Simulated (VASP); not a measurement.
# KCl (Pm-3m) in VASP: notebook

KCl is run at these levels: PBEsol; tasks: single point.

All numbers are computed with VASP 6.6.1; they aren't measurements. Logs are shortened: lines on timing, memory, paths and dates and some standing lists are left out, and cuts for length are marked.

### 1 The cell of the first run

Symmetry: Pm-3m, No. 221, cubic system. Conventional cell: a = 3.041 Å, b = 3.041 Å, c = 3.041 Å, α = 90.00°, β = 90.00°, γ = 90.00°. K (site symmetry m-3m) has 8 Cl at 2.63 Å and 6 K at 3.04 Å within 3.5 Å. Cl (site symmetry m-3m) has 8 K at 2.63 Å and 6 Cl at 3.04 Å within 3.5 Å.

### 2 Single point, PBEsol

INCAR reads:

```
ALGO = Normal
EDIFF = 1E-6
ENCUT = 500
GGA = PS
GGA_COMPAT = F
ISIF = 2
ISMEAR = 0
LASPH = T
LCHARG = F
LREAL = F
LWAVE = F
NBANDS = 15
NELM = 120
PREC = Accurate
SIGMA = 0.1
```

KPOINTS reads:

```
k-points
0
Gamma
  6 6 6
```

POSCAR reads:

```
KCl
1.0
    3.0411135708      0.0000000000      0.0000000000
    0.0000000000      3.0411135708      0.0000000000
    0.0000000000      0.0000000000      3.0411135708
K Cl
1 1
Direct
    0.0000000000      0.0000000000      0.0000000000
    0.5000000000      0.5000000000      0.5000000000
```

Potentials or basis: VASP PAW PBE potentials, release 64 (K_sv, Cl).

Command:

```bash
$ cat potpaw_PBE.64/K_sv/POTCAR potpaw_PBE.64/Cl/POTCAR > POTCAR
$ mpirun -np 1 vasp_std > vasp.out
```

OUTCAR:

```text
EDIFF = 1E-6
   ENCUT = 500
   GGA = PS
   ISIF = 2
   ISMEAR = 0
   LASPH = T
   LREAL = F
   NELM = 120
   PREC = Accurate

 ion  position               nearest neighbor table
   1  0.000  0.000  0.000-   2 2.63   2 2.63   2 2.63   2 2.63   2 2.63   2 2.63   2 2.63   2 2.63

   2  0.500  0.500  0.500-   1 2.63   1 2.63   1 2.63   1 2.63   1 2.63   1 2.63   1 2.63   1 2.63

  LATTYP: Found a simple cubic cell.
 ALAT       =     3.0411135708

  Lattice vectors:

 A1 = (   3.0411135708,   0.0000000000,   0.0000000000)
 A2 = (   0.0000000000,   3.0411135708,   0.0000000000)
 A3 = (   0.0000000000,   0.0000000000,   3.0411135708)

Analysis of symmetry for initial positions (statically):
=====================================================================
 Subroutine PRICEL returns:
 Original cell was already a primitive cell.

 Routine SETGRP: Setting up the symmetry group for a
 simple cubic supercell.

 Subroutine GETGRP returns: Found 48 space group operations
 (whereof 48 operations were pure point group operations)
 out of a pool of 48 trial point group operations.

The static configuration has the point symmetry O_h .

Analysis of symmetry for dynamics (positions and initial velocities):
=====================================================================
 Subroutine PRICEL returns:
 Original cell was already a primitive cell.

 Routine SETGRP: Setting up the symmetry group for a
 simple cubic supercell.

 Subroutine GETGRP returns: Found 48 space group operations
 (whereof 48 operations were pure point group operations)
 out of a pool of 48 trial point group operations.

The dynamic configuration has the point symmetry O_h .

 Subroutine INISYM returns: Found 48 space group operations
 (whereof 48 operations are pure point group operations),
 and found     1 'primitive' translations

----------------------------------------------------------------------------------------

                                     Primitive cell

  volume of cell :      28.1253

  direct lattice vectors                    reciprocal lattice vectors
     3.041113571  0.000000000  0.000000000     0.328826917  0.000000000  0.000000000
     0.000000000  3.041113571  0.000000000     0.000000000  0.328826917  0.000000000
     0.000000000  0.000000000  3.041113571     0.000000000  0.000000000  0.328826917

  length of vectors
     3.041113571  3.041113571  3.041113571     0.328826917  0.328826917  0.328826917

  position of ions in fractional coordinates (direct lattice)
     0.000000000  0.000000000  0.000000000
     0.500000000  0.500000000  0.500000000

  ion indices of the primitive-cell ions
   primitive index   ion index
                 1           1
                 2           2

----------------------------------------------------------------------------------------

 KPOINTS: k-points

Automatic generation of k-mesh.
 Grid dimensions read from file:
 generate k-points for:    6    6    6

 Generating k-lattice:

  Cartesian coordinates                     Fractional coordinates (reciprocal lattice)
     0.054804486  0.000000000  0.000000000     0.166666667  0.000000000  0.000000000
     0.000000000  0.054804486  0.000000000     0.000000000  0.166666667  0.000000000
     0.000000000  0.000000000  0.054804486     0.000000000  0.000000000  0.166666667

  Length of vectors
     0.054804486  0.054804486  0.054804486

  Shift w.r.t. Gamma in fractional coordinates (k-lattice)
     0.000000000  0.000000000  0.000000000

 Subroutine IBZKPT returns following result:
 ===========================================

 Found     20 irreducible k-points:

 Following reciprocal coordinates:
            Coordinates               Weight
  0.000000  0.000000  0.000000      1.000000
  0.166667  0.000000  0.000000      6.000000
  0.333333  0.000000  0.000000      6.000000
  0.500000  0.000000  0.000000      3.000000
  0.166667  0.166667  0.000000     12.000000
  0.333333  0.166667  0.000000     24.000000
[... 12 lines left out ...]
  0.500000  0.500000  0.333333      6.000000
  0.500000  0.500000  0.500000      1.000000
   k-points           NKPTS =     20   k-points in BZ     NKDIM =     20   number of bands    NBANDS=     15
   number of dos      NEDOS =    301   number of ions     NIONS =      2
   total plane-waves  NPLWV =  13824
   dimension x,y,z NGX =    24 NGY =   24 NGZ =   24
   dimension x,y,z NGXF=    48 NGYF=   48 NGZF=   48
   ions per type =               1   1
   NGX,Y,Z   is equivalent  to a cutoff of  13.12, 13.12, 13.12 a.u.
   NGXF,Y,Z  is equivalent  to a cutoff of  26.24, 26.24, 26.24 a.u.
 SYSTEM =  unknown system
   PREC   = accura    normal or accurate (medium, high low for compatibility)
   ISTART =      0    job   : 0-new  1-cont  2-samecut
   ICHARG =      2    charge: 1-file 2-atom 10-const
   ISPIN  =      1    spin polarized calculation?
   LNONCOLLINEAR =      F non collinear calculations
   LSORBIT =      F    spin-orbit coupling
   LASPH  =      T    aspherical Exc in radial PAW
   ENCUT  =  500.0 eV  36.75 Ry    6.06 a.u.   5.54  5.54  5.54*2*pi/ulx,y,z
   NELM   =    120;   NELMIN=  2; NELMDL= -5     # of ELM steps
   EDIFF  = 0.1E-05   stopping-criterion for ELM
   LREAL  =      F    real-space projection
   EDIFFG = 0.1E-04   stopping-criterion for IOM
   NSW    =      0    number of steps for IOM
   IBRION =     -1    ionic relax: 0-MD 1-quasi-New 2-CG
   NFREE  =      0    steps in history (QN), initial steepest desc. (CG)
   ISIF   =      2    stress and relaxation
   ISYM   =      2    0-nonsym 1-usesym 2-fastsym
   POTIM  = 0.5000    time-step for ionic-motion
   TEBEG  =    0.0;   TEEND  =   0.0 temperature during run
   PSTRESS=    0.0 pullay stress
   NELECT =      16.0000    total number of electrons
   NUPDOWN=      -1.0000    fix difference up-down
   EMIN   =  10.00;   EMAX   =-10.00  energy-range for DOS
   EFERMI =   0.00;   METHOD = LEGACY
   ISMEAR =     0;   SIGMA  =   0.10  broadening in eV -4-tet -1-fermi 0-gaus
   EFERMI_NEDOS =   21; number of points for ismear=-14 and -15
   IALGO  =     38    algorithm
   IMIX   =      4    mixing-type and parameters
     AMIX     =   0.40;   BMIX     =  1.00
     AMIX_MAG =   1.60;   BMIX_MAG =  1.00
  volume/ion in A,a.u.               =      14.06        94.90
  Fermi-wavevector in a.u.,A,eV,Ry     =   1.356487  2.563388 25.035482  1.840056
  Thomas-Fermi vector in A             =   2.483486
   LORBIT       =      0    0 simple, 1 ext, 2 COOP (PROOUT), +10 PAW based schemes
   GGA     = PS    functional components
   LHFCALC =     F    Hartree Fock is set to
   AEXX    =    0.0000 exact exchange contribution
   IVDW    =     0    specifies the selected vdW correction
   LEPSILON=     F    determine dielectric tensor
   LRPA    =     F    only Hartree local field effects (RPA)
 non-spin polarized calculation
 Gauss-broadening in eV      SIGMA  =   0.10
  energy-cutoff  :      500.00
  volume of cell :       28.13
 maximum number of plane-waves:       739
 NGX is ok and might be reduce to    24
   NGX = 11   NGY = 11   NGZ = 11

 number of electron      16.0000003 magnetization

 Free energy of the ion-electron system (eV)
  ---------------------------------------------------
  ext. energy  EPLUGINS =         0.00000000
  ---------------------------------------------------
  free energy    TOTEN  =        -4.30440923 eV

  energy without entropy =       -4.30440923  energy(sigma->0) =       -4.30440923

 E-fermi :   5.1012     XC(G=0): -11.7689

 val. band max:        4.6057579750   @ k =   0.5000   0.5000   0.0000
 cond. band min:       8.8586176597   @ k =   0.0000   0.0000   0.0000
 fundamental gap:      4.2528596846
 Fermi energy:         5.1011557247

 k-point     1 :       0.0000    0.0000    0.0000
  band No.  band energies     occupation
      1     -23.4520      2.00000
      2     -10.0346      2.00000
      3      -6.3780      2.00000
      4      -6.3780      2.00000
      5      -6.3780      2.00000
      6       4.5175      2.00000
      7       4.5175      2.00000
      8       4.5175      2.00000
      9       8.8586      0.00000
     10       8.8586      0.00000
     11      14.5453      0.00000
     12      16.3896      0.00000
     13      16.3896      0.00000
     14      16.3896      0.00000
     15      20.7347      0.00000

 k-point     2 :       0.1667    0.0000    0.0000
  band No.  band energies     occupation
      1     -23.3668      2.00000
      2     -10.3862      2.00000
      3      -6.2921      2.00000
      4      -6.2921      2.00000
      5      -6.1765      2.00000
      6       3.1636      2.00000
      7       4.3156      2.00000
      8       4.3156      2.00000
      9       9.2560      0.00000
     10      10.4550      0.00000
     11      15.5837      0.00000
     12      16.4016      0.00000
     13      16.4016      0.00000
     14      16.6852      0.00000
     15      18.7709      0.00000

 k-point     3 :       0.3333    0.0000    0.0000
  band No.  band energies     occupation
      1     -23.1880      2.00000
      2     -11.0792      2.00000
      3      -6.1117      2.00000
      4      -6.1117      2.00000
      5      -5.6147      2.00000
      6       1.1248      2.00000
      7       3.8964      2.00000
      8       3.8964      2.00000
      9      10.3976      0.00000
     10      13.6873      0.00000
     11      15.7052      0.00000
     12      16.8309      0.00000
     13      16.8309      0.00000
     14      17.0833      0.00000
     15      17.4381      0.00000

 k-point     4 :       0.5000    0.0000    0.0000
  band No.  band energies     occupation
      1     -23.0940      2.00000
      2     -11.4183      2.00000
      3      -6.0167      2.00000
      4      -6.0167      2.00000
      5      -5.2189      2.00000
      6       0.1663      2.00000
      7       3.6794      2.00000
      8       3.6794      2.00000
      9      11.5796      0.00000
     10      13.8095      0.00000
     11      16.6335      0.00000
     12      16.7069      0.00000
     13      17.6182      0.00000
     14      17.6182      0.00000
     15      17.9707      0.00000
[... 235 lines left out ...]
 k-point    18 :       0.5000    0.3333    0.3333
  band No.  band energies     occupation
      1     -22.7183      2.00000
      2      -9.2114      2.00000
      3      -7.3217      2.00000
      4      -7.1819      2.00000
      5      -7.0599      2.00000
      6       0.9355      2.00000
      7       1.1796      2.00000
      8       2.1504      2.00000
      9      13.2898      0.00000
     10      14.1248      0.00000
     11      14.4530      0.00000
     12      17.5681      0.00000
     13      18.6454      0.00000
     14      19.1814      0.00000
     15      21.0902      0.00000

 k-point    19 :       0.5000    0.5000    0.3333
  band No.  band energies     occupation
      1     -22.6565      2.00000
      2      -8.5799      2.00000
      3      -7.5788      2.00000
      4      -7.5788      2.00000
      5      -7.0105      2.00000
      6       0.8465      2.00000
      7       0.8465      2.00000
      8       1.1792      2.00000
      9      14.0724      0.00000
     10      14.8933      0.00000
     11      14.8933      0.00000
     12      17.0361      0.00000
     13      19.7143      0.00000
     14      19.7143      0.00000
     15      20.2608      0.00000

 k-point    20 :       0.5000    0.5000    0.5000
  band No.  band energies     occupation
      1     -22.5973      2.00000
      2      -8.3122      2.00000
      3      -7.3678      2.00000
      4      -7.3678      2.00000
      5      -7.3678      2.00000
      6       0.3094      2.00000
      7       0.3094      2.00000
      8       0.3094      2.00000
      9      16.0253      0.00000
     10      16.0253      0.00000
     11      16.0253      0.00000
     12      18.2273      0.00000
     13      18.2273      0.00000
     14      18.2273      0.00000
     15      20.3334      0.00000

------------------------ aborting loop because EDIFF is reached ----------------------------------------

  FORCE on cell =-STRESS in cart. coord.  units (eV):
  Direction    XX          YY          ZZ          XY          YZ          ZX
  --------------------------------------------------------------------------------------
  -------------------------------------------------------------------------------------
  Total       10.9691214     10.9691214     10.9691214     -0.0000000     -0.0000000      0.0000000
  in kB      624.8625686    624.8625686    624.8625686     -0.0000000     -0.0000000      0.0000000
  external PRESSURE =     624.8625686 kB  Pullay stress =       0.0000000 kB

 VOLUME and BASIS-vectors are now :
 -----------------------------------------------------------------------------
  energy-cutoff  :      500.00
  volume of cell :       28.13
      direct lattice vectors                 reciprocal lattice vectors
     3.041113571  0.000000000  0.000000000     0.328826917  0.000000000  0.000000000
     0.000000000  3.041113571  0.000000000     0.000000000  0.328826917  0.000000000
     0.000000000  0.000000000  3.041113571     0.000000000  0.000000000  0.328826917

 POSITION                                       TOTAL-FORCE (eV/Angst)
 -----------------------------------------------------------------------------------
      0.00000      0.00000      0.00000         0.000000      0.000000      0.000000
      1.52056      1.52056      1.52056         0.000000      0.000000      0.000000
 -----------------------------------------------------------------------------------
    total drift:                                0.000000      0.000000     -0.000000

  FREE ENERGIE OF THE ION-ELECTRON SYSTEM (eV)
  ---------------------------------------------------
  free  energy   TOTEN  =        -4.3044092316 eV

  energy  without entropy=       -4.3044092316  energy(sigma->0) =       -4.30440923
```

It took 4.8 s on 1 thread of Intel Xeon 6975P-C (Granite Rapids), shared host; peak memory 0.13 GiB.

Results:

```yaml
Free_energy: -4.3044 eV
Pressure: 62.5 GPa
Band_gap_on_the_k_mesh: 4.25 eV (least direct gap 4.34 eV)
```

Caveat: the cell stands under pressure; the PAW data sets were made with another functional, which shifts forces and pressure a little. A k mesh can miss the band edges.

### 3 Single point, PBEsol

INCAR reads:

```
SYSTEM = KCl
ALGO = Normal
EDIFF = 1E-6
ENCUT = 500
GGA = PS
GGA_COMPAT = .FALSE.
ISIF = 2
ISMEAR = 0
LASPH = .TRUE.
LCHARG = .FALSE.
LREAL = .FALSE.
LWAVE = .FALSE.
NBANDS = 15
NELM = 120
PREC = Accurate
SIGMA = 0.01
```

KPOINTS reads:

```
k-points
0
G
  8 8 8
  0 0 0
```

POSCAR reads:

```
KCl
1.0
    3.0408355814      0.0000000000      0.0000000000
    0.0000000000      3.0408355814      0.0000000000
    0.0000000000      0.0000000000      3.0408355814
K Cl
1 1
Direct
    0.0000000000      0.0000000000      0.0000000000
    0.5000000000      0.5000000000      0.5000000000
```

Potentials or basis: VASP PAW PBE potentials, release 64 (K_sv, Cl).

Command:

```bash
$ cat potpaw_PBE.64/K_sv/POTCAR potpaw_PBE.64/Cl/POTCAR > POTCAR
$ mpirun -np 1 vasp_std > vasp.out
```

Wall time 6 s (1 thread of Intel Xeon 6975P-C (Granite Rapids), shared host); peak memory 0.14 GiB.

The run converged. Its results:

```yaml
Free_energy: -4.3025 eV
Pressure: 62.5 GPa
Band_gap_on_the_k_mesh: 4.25 eV (least direct gap 4.34 eV)
```

Levels at points of the mesh, in eV from the valence-band top:
| k point | band 4 | band 5 | band 6 | band 7 | band 8 | band 9 | band 10 | band 11 | band 12 | band 13 |
| --- | --- | --- | --- | --- | --- | --- | --- | --- | --- | --- |
| (0.00, 0.00, 0.00) | -10.98 | -10.98 | -0.09 | -0.09 | -0.09 | 4.25 | 4.25 | 9.94 | 11.79 | 11.79 |
| (0.50, 0.00, 0.00) | -10.62 | -9.82 | -4.44 | -0.93 | -0.93 | 6.97 | 9.20 | 12.03 | 12.10 | 13.01 |
| (0.50, 0.50, 0.00) | -12.72 | -10.41 | -2.07 | -2.07 | 0.00 | 5.60 | 7.66 | 8.38 | 8.38 | 15.45 |
| (0.50, 0.50, 0.50) | -11.97 | -11.97 | -4.30 | -4.30 | -4.30 | 11.42 | 11.42 | 11.42 | 13.62 | 13.62 |

Caveat: the cell stands under pressure; the PAW data sets were made with another functional, which shifts forces and pressure a little. A k mesh can miss the band edges.

### 4 Single point, PBEsol

INCAR reads:

```
SYSTEM = KCl
PREC = Accurate
ENCUT = 500
EDIFF = 1E-6
ISMEAR = 0
SIGMA = 0.02
LREAL = .FALSE.
LASPH = .TRUE.
NELM = 120
ALGO = Normal
ISIF = 2
LWAVE = .FALSE.
LCHARG = .FALSE.
GGA = PS
NBANDS = 15
GGA_COMPAT = .FALSE.
```

KPOINTS reads:

```
Automatic mesh
0
G
  8 8 8
  0 0 0
```

POSCAR is that of step 3.

Command:

```bash
$ cat potpaw_PBE.64/K_sv/POTCAR potpaw_PBE.64/Cl/POTCAR > POTCAR
$ mpirun -np 1 vasp_std > vasp.out
```

Wall time 5.9 s (1 thread of Intel Xeon 6975P-C (Granite Rapids), shared host); peak memory 0.13 GiB.

The run converged. Its results:

| Property | Result |
| --- | --- |
| Free energy | -4.3025 eV |
| Pressure | 62.5 GPa |
| Band gap on the k mesh | 4.25 eV (least direct gap 4.34 eV) |

Levels at points of the mesh, in eV from the valence-band top:
```
           k point  band 5  band 6  band 7  band 8  band 9  band 10  band 11  band 12
(0.00, 0.00, 0.00)  -10.98   -0.09   -0.09   -0.09    4.25     4.25     9.94    11.79
(0.50, 0.00, 0.00)   -9.82   -4.44   -0.93   -0.93    6.97     9.20    12.03    12.10
(0.50, 0.50, 0.00)  -10.41   -2.07   -2.07    0.00    5.60     7.66     8.38     8.38
(0.50, 0.50, 0.50)  -11.97   -4.30   -4.30   -4.30   11.42    11.42    11.42    13.62
```

Caveat: the cell stands under pressure; the PAW data sets were made with another functional, which shifts forces and pressure a little. Expect the measured gap to be larger: semilocal functionals such as PBEsol lack the derivative discontinuity.

### 5 Summary

| k mesh | smearing | gap on the mesh (eV) | pressure (GPa) |
| --- | --- | --- | --- |
| 6 × 6 × 6 | gaussian 0.1 eV | 4.25 | 62.5 |
| 8 × 8 × 8 | gaussian 0.01 eV | 4.25 | 62.5 |
| 8 × 8 × 8 | gaussian 0.02 eV | 4.25 | 62.5 |

Alike in all rows: task single point; level PBEsol; potentials or basis VASP PAW PBE potentials, release 64 (K_sv, Cl); no spin polarisation; cell a = 3.041 Å, 2 atoms; cutoff (eV) 500.

Caveats: the cell stands under pressure; the PAW data sets were made with another functional, which shifts forces and pressure a little.

Absolute energies hang on the potentials; compare differences alone.
